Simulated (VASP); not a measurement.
Set up this calculation in VASP 6.6.1, as the native input.

```
Task                   : single point
Functional             : PBE
Potentials or basis    : VASP PAW PBE potentials, release 64 (Ga_d)
Cutoff                 : 520 eV
k mesh                 : 15 × 15 × 8
Occupations            : fermi-dirac, width 0.05 eV
Spin                   : no spin polarisation
Dipole correction      : no
Further INCAR settings : ALGO = Normal; EDIFF = 1e-07; NBANDS = 20
```

The structure of Ga lies in POSCAR:

```
Ga
1.0
    2.8628898912      0.0000000000      0.0000000000
   -1.4314449456      2.4793353740      0.0000000000
    0.0000000000      0.0000000000      4.7835484476
Ga
2
Direct
    0.3333333333      0.6666666667      0.2500000000
    0.6666666667      0.3333333333      0.7500000000
```

This isn't the form of Ga at room conditions, which is orthorhombic.

These files were run (other wordings do the same):

INCAR

```
ALGO = Normal ; EDIFF = 1E-7
ENCUT = 520 ; GGA = PE
ISIF = 2 ; ISMEAR = -1
LASPH = True ; LCHARG = True
LELF = True ; LREAL = False
LVHAR = True ; LWAVE = False
NBANDS = 20 ; NELM = 80
PREC = Accurate ; SIGMA = 0.05
```

KPOINTS

```
k-points
0
Gamma
  15 15 8
```

Potentials or basis: VASP PAW PBE potentials, release 64 (Ga_d).

The run is started by

```sh
$ cat potpaw_PBE.64/Ga_d/POTCAR > POTCAR
$ mpirun -np 1 vasp_std > vasp.out
```

Results of the run:

| Property | Result |
| --- | --- |
| Pressure | 7.5 GPa |
| Band gap on the k mesh | zero (bands 13 and 14 overlap by 7.91 eV) |

Caveat: the cell stands under pressure.

Run time: 90 s on 1 thread of Intel Xeon 8259CL, with other jobs on the host, peak memory 0.21 GiB.
